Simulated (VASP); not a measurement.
Wanted: the native input for a VASP 6.6.1 run.

```
Task                   : single point
Functional             : PBE
Potentials or basis    : VASP PAW PBE potentials, release 64 (Ta_pv, N)
Cutoff                 : 520 eV
k mesh                 : 18 × 18 × 18
Occupations            : gaussian, width 0.15 eV
Spin                   : no spin polarisation
Dipole correction      : no
Further INCAR settings : ALGO = Normal; EDIFF = 1e-06; NBANDS = 15
```

The structure of TaN lies in POSCAR:

```
TaN
1.0
    0.0000000000      2.2116850000      2.1790000000
    2.1790000000      0.0000000000      2.1790000000
    2.1790000000      2.2116850000      0.0000000000
Ta N
1 1
Direct
    0.5000000000      0.5000000000      0.5000000000
    0.0000000000      0.0000000000      0.0000000000
```

This cell differs from its parent crystal: strain +0.0150 x Voigt [0, 1, 0, 0, 0, 0].

These files were run (other wordings do the same):

INCAR

```
  PREC = Accurate
  ENCUT = 520
  EDIFF = 1E-6
  ISMEAR = 0
  SIGMA = 0.15
  LREAL = False
  LASPH = True
  NELM = 80
  ALGO = Normal
  ISIF = 2
  LWAVE = False
  LCHARG = False
  GGA = PE
  NBANDS = 15
```

KPOINTS

```
regular mesh
0
Gamma
  18 18 18
```

Potentials or basis: VASP PAW PBE potentials, release 64 (Ta_pv, N).

Launch:

```console
$ cat potpaw_PBE.64/Ta_pv/POTCAR potpaw_PBE.64/N/POTCAR > POTCAR
$ mpirun -np 1 vasp_std > vasp.out
```

It gave:

The pressure is 10.0 GPa and the band gap on the k mesh is zero (bands 8 and 9 overlap by 3.97 eV).

Caveat: the cell differs from its parent crystal (strain +0.0150 x Voigt [0, 1, 0, 0, 0, 0]); the cell stands under pressure; spin-orbit coupling is left out, which moves the levels of the heavy elements.

Run time: 80 s on 1 thread of AMD EPYC 9R45 96-Core Processor (Zen 5), on a shared host, peak memory 0.24 GiB.
